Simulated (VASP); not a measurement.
Ti: single point with LDA

Crystal: Ti.

```xyz
1
Lattice="0.0000 2.0777 1.7804 2.0777 0.0000 1.7804 2.0777 2.0777 0.0000" Properties=species:S:1:pos:R:3 pbc="T T T"
Ti    0.0000    0.0000    0.0000
```

This cell differs from its parent crystal: volume 15.372 Å^3 an atom, c/a of the conventional cell 0.8569.

```json
{"Program": "VASP 6.6.1", "Task": "single point", "Functional": "LDA", "Potentials or basis": "VASP PAW LDA potentials, release 64 (Ti_sv)", "Cutoff": "520 eV", "k mesh": "22 × 22 × 22", "Occupations": "gaussian, width 0.15 eV", "Spin": "no spin polarisation"}
```

* Pressure: 4.8 GPa
* Band gap on the k mesh: zero (band 6 reaches 10.24 eV, above the bottom of band 7 at 8.59 eV)

Stress tensor (GPa, compression positive):
```
3.97 0.00 0.00
0.00 3.97 0.00
0.00 0.00 6.45
```

Levels at points of the mesh, in eV from the Fermi level:
| k point | band 3 | band 4 | band 5 | band 6 | band 7 | band 8 | band 9 | band 10 |
| --- | --- | --- | --- | --- | --- | --- | --- | --- |
| (0.00, 0.00, 0.00) | -31.82 | -31.80 | -6.21 | 0.70 | 0.70 | 1.91 | 2.01 | 3.38 |
| (0.50, 0.00, 0.00) | -32.04 | -31.84 | -2.83 | 0.06 | 1.24 | 1.74 | 3.79 | 4.54 |
| (0.50, 0.50, 0.00) | -32.33 | -32.33 | -2.92 | -2.32 | 4.17 | 4.52 | 4.52 | 5.90 |
| (0.50, 0.00, 0.50) | -32.18 | -31.98 | -2.96 | -1.69 | 2.63 | 3.93 | 3.99 | 4.86 |

Run time: 3.3 min on 1 thread of Intel(R) Xeon(R) Platinum 8488C (Sapphire Rapids) (shared host), peak memory 0.26 GiB.
